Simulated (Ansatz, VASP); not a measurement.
Two plane-wave programs on SbSe4

File INCAR:

```
SYSTEM = SbSe4
PREC     = Accurate       ! precision mode
ENCUT    = 520            ! plane-wave cutoff, eV
EDIFF    = 1E-6           ! SCF threshold, eV
ISMEAR   = 0              ! smearing method
SIGMA    = 0.1            ! smearing width, eV
LREAL    = .False.        ! projectors in reciprocal space
LASPH    = .True.         ! aspherical terms in the spheres
NELM     = 80             ! most SCF steps
ALGO     = Normal         ! electronic algorithm
ISIF     = 2              ! what is computed and relaxed
LWAVE    = .False.        ! write WAVECAR
LCHARG   = .False.        ! write CHGCAR
GGA      = PE             ! functional
NBANDS   = 22             ! bands
```

The input KPOINTS:

```
regular mesh
0
Gamma
  4 4 4
  0 0 0
```

File POSCAR:

```
SbSe4
1.0
    3.5417504700     -3.8590668000      0.0000000000
    3.5417504700      3.8590668000      0.0000000000
    0.0000000000      0.0000000000      6.1542897000
Sb Se
1 4
Direct
    0.5000000000      0.5000000000      0.0000000000
    0.7121062900      0.7121062900      0.3028255100
    0.2878937100      0.2878937100      0.3028255100
    0.2878937100      0.2878937100      0.6971744900
    0.7121062900      0.7121062900      0.6971744900
```

Input for Ansatz:

```yaml
crystal:
  lattice:
    - [3.54175047, -3.8590668, 0.0]
    - [3.54175047, 3.8590668, 0.0]
    - [0.0, 0.0, 6.1542897]
  atoms:
    - { symbol: Sb, position: [0.5, 0.5, 0.0] }
    - { symbol: Se, position: [0.71210629, 0.71210629, 0.30282551] }
    - { symbol: Se, position: [0.28789371, 0.28789371, 0.30282551] }
    - { symbol: Se, position: [0.28789371, 0.28789371, 0.69717449] }
    - { symbol: Se, position: [0.71210629, 0.71210629, 0.69717449] }
basis:
  ecutwfc: 420
kpoints:
  mp_grid: { grid: [4, 4, 4] }
hamiltonian:
  xc: pbe
scf:
  occupations: { method: gaussian, width: 0.1 }
  lower_state_search: "off"
output:
  forces: true
  stress: true
  eigenvalues: true
```

Alike in both runs: task single point; functional PBE; k mesh 4 × 4 × 4; occupations gaussian, width 0.1 eV; no spin polarisation.

|  | VASP | Ansatz |
| --- | --- | --- |
| version | VASP 6.6.1 | Ansatz 0.2.0 |
| potentials or method | VASP PAW PBE potentials, release 64 (Sb, Se), cutoff 520 eV | scalar-relativistic, plane waves, PAW |
| valence electrons in the cell | 29 | 79 |

```csv
,VASP,Ansatz,Ansatz less VASP
gap on the k mesh at the Fermi level (eV),none,none,-
pressure (GPa),11.6,11.3,-0.24
"traceless stress, the component that is largest in VASP (GPa)",-11.49,-11.25,+0.237
rms of the force components (eV/Å),1.781,1.751,-0.0302
```

Atom by atom the forces differ by 0.030 eV/Å (rms over components). A gap of «none» marks a metal or a gap that the smearing closes. VASP's potentials hold 29 valence electrons a cell and Ansatz's 79, so a difference there can come from the potentials and not from the codes.

Spin-orbit coupling is off throughout.
